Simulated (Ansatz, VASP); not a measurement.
# One calculation of LiAuS2, two programs

```
CELL_PARAMETERS angstrom
1.90837 1.10180 6.92812
-1.90837 1.10180 6.92812
0.00000 -2.20360 6.92812
ATOMIC_POSITIONS crystal
Li 0.50000 0.50000 0.50000
Au 0.00000 0.00000 0.00000
S 0.26670 0.26670 0.26670
S 0.73330 0.73330 0.73330
```

Alike in both runs: task single point; functional PBEsol; k mesh 6 × 6 × 6; occupations gaussian, width 0.05 eV; collinear spin; Hubbard terms Au d U = 1.0 eV.

|  | VASP | Ansatz |
| --- | --- | --- |
| version | VASP 6.6.1 | Ansatz 0.2.0 |
| potentials or method | VASP PAW PBE potentials, release 64 (Li_sv, Au, S), cutoff 520 eV | scalar-relativistic, plane waves, PAW |
| valence electrons in the cell | 26 | 34 |

```csv
,VASP,Ansatz,Ansatz less VASP
gap on the k mesh at the Fermi level (eV),none,none,-
rms of the force components (eV/Å),0.073,0.056,-0.0166
net moment per atom (μB),0.04,0.04,-0.005
size of the moment on the site where the two differ most (μB),0.04,0.04,-0.006
```

VASP's potentials were made for PBE, not for PBEsol. Site moments also hang on the region over which each program counts them. The programs project onto different local orbitals, so the same U acts differently, and such runs can settle in different states. Atom by atom the forces differ by 0.017 eV/Å (rms over components). A gap of «none» marks a metal or a gap that the smearing closes. VASP's potentials hold 26 valence electrons a cell and Ansatz's 34, so a difference there can come from the potentials and not from the codes. Ansatz's warnings: filled band counts differ across k points, seeded moment not kept.

Spin-orbit coupling is off throughout. Noted on VASP's run: the cutoff is short for stress, so the pressure is rough.
